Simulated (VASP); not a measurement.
# ZrSi3: relaxation of cell and atoms with PBE

Crystal: ZrSi3.

```xyz
4
Lattice="4.9909 0.0000 0.0000 -2.4955 4.3223 0.0000 0.0000 0.0000 2.9929" Properties=species:S:1:pos:R:3 pbc="T T T"
Zr    0.0000    0.0000    1.4964
Si    2.4955    0.0000    0.0000
Si   -1.2477    2.1611    0.0000
Si    1.2477    2.1611    0.0000
```

```json
{"Program": "VASP 6.6.1", "Task": "relaxation of cell and atoms", "Functional": "PBE", "Potentials or basis": "VASP PAW PBE potentials, release 64 (Zr_sv, Si)", "Cutoff": "600 eV", "k mesh": "12 × 12 × 16", "Occupations": "gaussian, width 0.1 eV", "Spin": "no spin polarisation", "Dipole correction": "no", "Further INCAR settings": "ALGO = Normal; EDIFF = 1e-07; IBRION = 2; EDIFFG = -0.01; NSW = 100; ISIF = 3"}
```

The relaxed volume is 15.96 Å³/atom and the relaxed cell is a = 5.123 Å, b = 5.123 Å, c = 2.808 Å, α = 90.00°, β = 90.00°, γ = 120.00°. The space group after relaxing (to 0.05 Å) is P6/mmm (No. 191) and the energy gained by relaxing is 15.0 meV/atom. The ionic steps are 9, the pressure after relaxing is 0.0 GPa and the band gap on the k mesh is zero (band 12 reaches 12.56 eV, above the bottom of band 13 at 7.54 eV).

Stress tensor (GPa, compression positive):
```
 0.00  0.00  0.00
 0.00  0.00  0.00
 0.00  0.00 -0.08
```

Step by step:
| step | energy change (eV) | largest force (eV/Å) | pressure (GPa) | volume (Å³) |
| --- | --- | --- | --- | --- |
| 1 | 0.0000 | 0.0000 | -0.25 | 64.56 |
| 2 | -0.0178 | 0.0000 | -0.31 | 64.32 |
| 3 | -0.0540 | 0.0000 | 0.54 | 63.59 |
| 4 | 0.1756 | 0.0000 | 5.21 | 61.78 |
| 5 | -0.0583 | 0.0000 | 0.75 | 63.43 |
| 6 | -0.0588 | 0.0000 | 0.88 | 63.34 |
| 7 | -0.0547 | 0.0000 | -1.48 | 64.61 |
| 8 | -0.0600 | 0.0000 | 0.11 | 63.74 |
| 9 | -0.0601 | 0.0000 | -0.03 | 63.82 |

Final structure:
```
Zr Si
1.0
     5.12305    0.00000    0.00000
    -2.56152    4.43669    0.00000
     0.00000    0.00000    2.80786
Zr Si
1 3
Direct
  0.00000 0.00000 0.50000
  0.50000 0.00000 0.00000
  0.00000 0.50000 0.00000
  0.50000 0.50000 0.00000
```

Levels at points of the mesh, in eV from the Fermi level:
```tsv
k point	band 8	band 9	band 10	band 11	band 12	band 13	band 14	band 15	band 16
(0.00, 0.00, 0.00)	-6.73	-4.33	-4.33	-2.79	1.84	2.91	2.91	3.14	3.14
(0.50, 0.00, 0.00)	-6.43	-3.17	-2.03	-0.28	-0.24	-0.08	2.23	2.96	3.31
(0.00, 0.00, 0.50)	-4.93	-4.41	-3.21	-3.21	-2.97	-2.97	1.12	3.11	4.35
(0.50, 0.00, 0.50)	-5.40	-5.12	-3.17	-2.05	-0.75	-0.50	0.35	0.91	1.09
```

It took 25 min on 1 thread of AMD EPYC 7R13, on a shared host, peak memory 0.33 GiB.
